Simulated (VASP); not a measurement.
# Ge (P6_3/mmc) in VASP: further runs

Runs on Ge. Level: LDA. Tasks: relaxation of cell and atoms.

Everything below comes from runs of VASP 6.6.1. Logs are shortened: lines on timing, memory, paths and dates and some standing lists are left out, and cuts for length are marked.

## (1) The cell of the first run

Symmetry: P6_3/mmc, No. 194, hexagonal system. The conventional cell has a = 2.218 Å, b = 2.218 Å, c = 3.593 Å, α = 90.00°, β = 90.00°, γ = 120.00°. Within 2.9 Å of Ge (site symmetry -6m2) lie 12 Ge at 2.21 to 2.22 Å.

This isn't the form of Ge at room conditions, which is diamond.

## (2) Relaxation of cell and atoms, LDA, target pressure 460 GPa, at which the enthalpy is minimised

INCAR reads:

```
SYSTEM = Ge
PREC = Accurate
ENCUT = 600
EDIFF = 1E-6
ISMEAR = -1
SIGMA = 0.1
LREAL = .FALSE.
LASPH = .TRUE.
NELM = 60
ALGO = Normal
ISIF = 3
LWAVE = .FALSE.
LCHARG = .FALSE.
GGA = CA
IBRION = 2
NSW = 60
EDIFFG = -0.005
PSTRESS = 4600.0
```

KPOINTS reads:

```
regular mesh
0
G
  19 19 11
  0 0 0
```

POSCAR reads:

```
Ge
1.0
    2.2178607152      0.0000000000      0.0000000000
   -1.1089303576      1.9207237214      0.0000000000
    0.0000000000      0.0000000000      3.5929343586
Ge
2
Direct
    0.3333333333      0.6666666667      0.2500000000
    0.6666666667      0.3333333333      0.7500000000
```

Potentials or basis: VASP PAW LDA potentials, release 64 (Ge_d).

Command:

```console
cat potpaw_LDA.64/Ge_d/POTCAR > POTCAR
mpirun -np 1 vasp_std > vasp.out
```

OUTCAR:

```text
SYSTEM = Ge
   PREC = Accurate
   ENCUT = 600
   EDIFF = 1E-6
   ISMEAR = -1
   LREAL = .FALSE.
   LASPH = .TRUE.
   NELM = 60
   ISIF = 3
   GGA = CA
   IBRION = 2
   NSW = 60
   EDIFFG = -0.005
   PSTRESS = 4600.0

 ion  position               nearest neighbor table
   1  0.333  0.667  0.250-   2 2.21   2 2.21   2 2.21   2 2.21   2 2.21   2 2.21
   2  0.667  0.333  0.750-   1 2.21   1 2.21   1 2.21   1 2.21   1 2.21   1 2.21

  LATTYP: Found a hexagonal cell.
 ALAT       =     2.2178607152
 C/A-ratio  =     1.6200000000

  Lattice vectors:

 A1 = (   2.2178607152,   0.0000000000,   0.0000000000)
 A2 = (  -1.1089303576,   1.9207237214,   0.0000000000)
 A3 = (   0.0000000000,   0.0000000000,   3.5929343586)

Analysis of symmetry for initial positions (statically):
=====================================================================
 Subroutine PRICEL returns:
 Original cell was already a primitive cell.

 Routine SETGRP: Setting up the symmetry group for a
 hexagonal supercell.

 Subroutine GETGRP returns: Found 24 space group operations
 (whereof 12 operations were pure point group operations)
 out of a pool of 24 trial point group operations.

The static configuration has the point symmetry D_3d.
 The point group associated with its full space group is D_6h.

Analysis of symmetry for dynamics (positions and initial velocities):
=====================================================================
 Subroutine PRICEL returns:
 Original cell was already a primitive cell.

 Routine SETGRP: Setting up the symmetry group for a
 hexagonal supercell.

 Subroutine GETGRP returns: Found 24 space group operations
 (whereof 12 operations were pure point group operations)
 out of a pool of 24 trial point group operations.

The dynamic configuration has the point symmetry D_3d.
 The point group associated with its full space group is D_6h.

 Subroutine INISYM returns: Found 24 space group operations
 (whereof 12 operations are pure point group operations),
 and found     1 'primitive' translations

----------------------------------------------------------------------------------------

                                     Primitive cell

  volume of cell :      15.3055

  direct lattice vectors                    reciprocal lattice vectors
[... 103 lines left out ...]
   EFERMI_NEDOS =   21; number of points for ismear=-14 and -15
   IALGO  =     38    algorithm
   IMIX   =      4    mixing-type and parameters
     AMIX     =   0.40;   BMIX     =  1.00
     AMIX_MAG =   1.60;   BMIX_MAG =  1.00
  volume/ion in A,a.u.               =       7.65        51.64
  Fermi-wavevector in a.u.,A,eV,Ry     =   2.002218  3.783643 54.544081  4.008877
  Thomas-Fermi vector in A             =   3.017238
   LORBIT       =      0    0 simple, 1 ext, 2 COOP (PROOUT), +10 PAW based schemes
   GGA     = CA    functional components
   LHFCALC =     F    Hartree Fock is set to
   AEXX    =    0.0000 exact exchange contribution
   IVDW    =     0    specifies the selected vdW correction
   LEPSILON=     F    determine dielectric tensor
   LRPA    =     F    only Hartree local field effects (RPA)
 conjugate gradient relaxation of ions
 non-spin polarized calculation
  energy-cutoff  :      600.00
  volume of cell :       15.31
 maximum number of plane-waves:       537
 NGX is ok and might be reduce to    18
   NGX =  9   NGY =  9   NGZ = 15

--------------------------------------- Ionic step        1  -------------------------------------------

 number of electron      27.9999986 magnetization

 Free energy of the ion-electron system (eV)
  ---------------------------------------------------
  ext. energy  EPLUGINS =         0.00000000
  ---------------------------------------------------
  free energy    TOTEN  =         3.52217992 eV

  energy without entropy =        3.53652524  energy(sigma->0) =        3.52935258

------------------------ aborting loop because EDIFF is reached ----------------------------------------

  FORCE on cell =-STRESS in cart. coord.  units (eV):
  Direction    XX          YY          ZZ          XY          YZ          ZX
  --------------------------------------------------------------------------------------
  -------------------------------------------------------------------------------------
  Total       43.1251078     43.1251078     44.5438074      0.0000000      0.0000000      0.0000000
  in kB     4514.3198336   4514.3198335   4662.8287621      0.0000000      0.0000000      0.0000000
  external PRESSURE =     -36.1771902 kB  Pullay stress =    4600.0000000 kB
[... 97 lines left out ...]
  energy  without entropy=        3.7711045367  energy(sigma->0) =        3.76436214

  enthalpy is  TOTEN    =        47.4608717541 eV   P V=       43.7032520117

[... ionic steps 4 to 8 ...]

--------------------------------------- Ionic step        9  -------------------------------------------

 number of electron      27.9999986 magnetization

------------------------ aborting loop because EDIFF is reached ----------------------------------------
[... 71 lines left out ...]
--------------------------------------- Ionic step       11  -------------------------------------------

 number of electron      27.9999986 magnetization

 Free energy of the ion-electron system (eV)
  ---------------------------------------------------
  ext. energy  EPLUGINS =         0.00000000
  ---------------------------------------------------
  free energy    TOTEN  =         3.61968782 eV

  energy without entropy =        3.63260680  energy(sigma->0) =        3.62614731

 E-fermi :  22.1316     XC(G=0): -17.0805

 val. band max:       22.1284455259   @ k =   0.3158   0.3158   0.0909
 cond. band min:      22.1399574093   @ k =   0.4211   0.1579   0.0000
 fundamental gap:      0.0115118834
 Fermi energy:        22.1315844572

 k-point     1 :       0.0000    0.0000    0.0000
  band No.  band energies     occupation
      1      -6.0446      2.00000
      2      -5.4258      2.00000
      3      -5.3440      2.00000
      4      -5.3440      2.00000
      5      -5.2216      2.00000
      6      -5.2216      2.00000
[... 481 lines left out ...]
      5      -5.1016      2.00000
      6      -5.0237      2.00000
[... 10 lines left out ...]
     17      27.3534      0.00000
     18      34.6027      0.00000

 [... further k-points ...]

------------------------ aborting loop because EDIFF is reached ----------------------------------------

  FORCE on cell =-STRESS in cart. coord.  units (eV):
  Direction    XX          YY          ZZ          XY          YZ          ZX
  --------------------------------------------------------------------------------------
  -------------------------------------------------------------------------------------
  Total       43.8302832     43.8302832     43.8398219      0.0000000      0.0000000      0.0000000
  in kB     4599.0551366   4599.0551364   4600.0560165      0.0000000      0.0000000      0.0000000
  external PRESSURE =      -0.6112368 kB  Pullay stress =    4600.0000000 kB
[... 21 lines left out ...]
  energy  without entropy=        3.6326068010  energy(sigma->0) =        3.62614731

  enthalpy is  TOTEN    =        47.4589758243 eV   P V=       43.8392880080

 reached required accuracy - stopping structural energy minimisation
```

OSZICAR:

```text
N       E                     dE             d eps       ncg     rms          rms(c)
DAV:   1     0.140737391871E+03    0.14074E+03   -0.14601E+04 10336   0.551E+03
DAV:   2     0.132550154533E+02   -0.12748E+03   -0.12454E+03  8688   0.509E+02
DAV:   3     0.292297027403E+01   -0.10332E+02   -0.10170E+02  9260   0.120E+02
[... 70 lines left out ...]
DAV:   1     0.361758353270E+01    0.13730E-02   -0.35751E-06  7290   0.686E-02    0.379E-03
DAV:   2     0.361758376011E+01    0.22740E-06   -0.23194E-07  4364   0.197E-02
  10 F= 0.47458976E+02 E0= 0.47465436E+02  d E =-.388621E-05
       N       E                     dE             d eps       ncg     rms          rms(c)
DAV:   1     0.361968728137E+01    0.21037E-02   -0.65633E-06  9114   0.895E-02    0.533E-03
DAV:   2     0.361968781637E+01    0.53500E-06   -0.31508E-07  4376   0.256E-02
  11 F= 0.47458976E+02 E0= 0.47465435E+02  d E =-.432983E-05
```

CONTCAR:

```text
Ge
   1.00000000000000
     2.2068671375788269    0.0000000000000000    0.0000000000000000
    -1.1034335687894135    1.9112030038772692    0.0000000000000000
    -0.0000000000000000    0.0000000000000000    3.6202056006026861
  Ge
     2
Direct
     0.3333333332999970    0.6666666667000030    0.2500000000000000
     0.6666666667000030    0.3333333332999970    0.7500000000000000

  0.00000000E+00  0.00000000E+00  0.00000000E+00
  0.00000000E+00  0.00000000E+00  0.00000000E+00
```

It took 3.3 min on 1 thread of AMD EPYC 9R45 (Zen 5), shared host; peak memory 0.15 GiB.

What came out:

| Item | Value |
| --- | --- |
| Free energy | 3.6197 eV |
| Relaxed volume | 7.63 Å³/atom |
| Relaxed cell | a = 2.207 Å, b = 2.207 Å, c = 3.620 Å, α = 90.00°, β = 90.00°, γ = 120.00° |
| Space group after relaxing (to 0.1 Å) | P6_3/mmc (No. 194) |
| Energy change on relaxing (the run minimises the enthalpy) | +48.8 meV/atom |
| Ionic steps | 11 |
| Pressure after relaxing | 459.9 GPa |
| Band gap on the k mesh | zero (bands 14 and 15 overlap by 20.09 eV) |

Step by step:
| step | energy change (eV) | largest force (eV/Å) | pressure (GPa) | volume (Å³) |
| --- | --- | --- | --- | --- |
| 1 | 0.0000 | 0.0000 | 456.38 | 15.31 |
| 2 | 1.1619 | 0.0000 | 498.53 | 14.92 |
| 3 | 0.2354 | 0.0000 | 465.16 | 15.22 |
| 4 | -0.5410 | 0.0000 | 436.04 | 15.51 |
| 5 | 0.0911 | 0.0000 | 459.84 | 15.27 |
| 6 | 0.0882 | 0.0000 | 459.41 | 15.27 |
| 7 | 0.2148 | 0.0000 | 463.58 | 15.23 |
| 8 | 0.0996 | 0.0000 | 460.58 | 15.27 |
| 9 | 0.0940 | 0.0000 | 459.82 | 15.27 |
| 10 | 0.0954 | 0.0000 | 459.83 | 15.27 |
| 11 | 0.0975 | 0.0000 | 459.94 | 15.27 |

Final structure:
```cif
data_structure
_symmetry_space_group_name_H-M 'P 1'
_symmetry_Int_Tables_number 1
_cell_length_a 2.2069
_cell_length_b 2.2069
_cell_length_c 3.6202
_cell_angle_alpha 90.000
_cell_angle_beta 90.000
_cell_angle_gamma 120.000
_cell_volume 15.27
loop_
_atom_site_label
_atom_site_type_symbol
_atom_site_fract_x
_atom_site_fract_y
_atom_site_fract_z
_atom_site_occupancy
Ge1 Ge 0.33333 0.66667 0.25000 1
Ge2 Ge 0.66667 0.33333 0.75000 1
```

Levels at points of the mesh, in eV from the Fermi level:
```tsv
k point	band 12	band 13	band 14	band 15	band 16	band 17
(0.00, 0.00, 0.00)	-14.14	-11.08	14.92	14.92	16.17	17.29
```

Caveat: the cell is relaxed towards a set pressure, so the run minimises the enthalpy, not the energy.

## (3) Relaxation of cell and atoms, LDA, target pressure 460 GPa, at which the enthalpy is minimised

This run uses another cell than the first one, of 7.60 Å³/atom.

INCAR reads:

```
SYSTEM = Ge
PREC = Accurate
ENCUT = 600
EDIFF = 1E-6
ISMEAR = -1
SIGMA = 0.1
LREAL = .False.
LASPH = .True.
NELM = 100
ALGO = Normal
ISIF = 3
LWAVE = .False.
LCHARG = .False.
GGA = CA
IBRION = 2
NSW = 32
EDIFFG = -0.005
PSTRESS = 4600.0
```

KPOINTS reads:

```
regular mesh
0
Gamma
  19 19 11
  0 0 0
```

POSCAR reads:

```
Ge
1.0
    2.2035767313      0.0000000000      0.0000000000
   -1.1017883656      1.9083534285      0.0000000000
    0.0000000000      0.0000000000      3.6152664030
Ge
2
Direct
    0.3333333333      0.6666666667      0.2500000000
    0.6666666667      0.3333333333      0.7500000000
```

Potentials or basis: VASP PAW LDA potentials, release 64 (Ge_d).

Command:

```console
cat potpaw_LDA.64/Ge_d/POTCAR > POTCAR
mpirun -np 1 vasp_std > vasp.out
```

Run time: 1.7 min. Hardware: 1 thread of Intel Xeon 6975P-C (Granite Rapids), shared host; peak memory 0.18 GiB.

The run converged. Its results:

| Quantity | Value |
| --- | --- |
| Free energy | 3.6223 eV |
| Relaxed volume | 7.63 Å³/atom |
| Relaxed cell | a = 2.207 Å, b = 2.207 Å, c = 3.620 Å, α = 90.00°, β = 90.00°, γ = 120.00° |
| Space group after relaxing (to 0.1 Å) | P6_3/mmc (No. 194) |
| Energy change on relaxing (the run minimises the enthalpy) | -94.6 meV/atom |
| Ionic steps | 5 |
| Pressure after relaxing | 460.0 GPa |
| Band gap on the k mesh | zero (bands 14 and 15 overlap by 20.09 eV) |

Stress tensor (GPa, compression positive):
```
459.90   0.00   0.00
  0.00 459.90   0.00
  0.00   0.00 460.05
```

Step by step:
| step | energy change (eV) | largest force (eV/Å) | pressure (GPa) | volume (Å³) |
| --- | --- | --- | --- | --- |
| 1 | 0.0000 | 0.0000 | 466.74 | 15.20 |
| 2 | -1.9225 | 0.0000 | 397.50 | 15.92 |
| 3 | -0.1914 | 0.0000 | 459.74 | 15.27 |
| 4 | -0.1843 | 0.0000 | 460.36 | 15.27 |
| 5 | -0.1891 | 0.0000 | 459.95 | 15.27 |

Final structure:
```
Ge
1.0
     2.20686    0.00000    0.00000
    -1.10343    1.91120    0.00000
     0.00000    0.00000    3.62001
Ge
2
Direct
  0.33333 0.66667 0.25000
  0.66667 0.33333 0.75000
```

Levels at points of the mesh, in eV from the Fermi level:
```
           k point  band 10  band 11  band 12  band 13  band 14  band 15  band 16  band 17  band 18
(0.00, 0.00, 0.00)   -26.53   -25.29   -14.14   -11.08    14.92    14.92    16.17    17.29    17.29
```

Caveat: the cell is relaxed towards a set pressure, so the run minimises the enthalpy, not the energy.
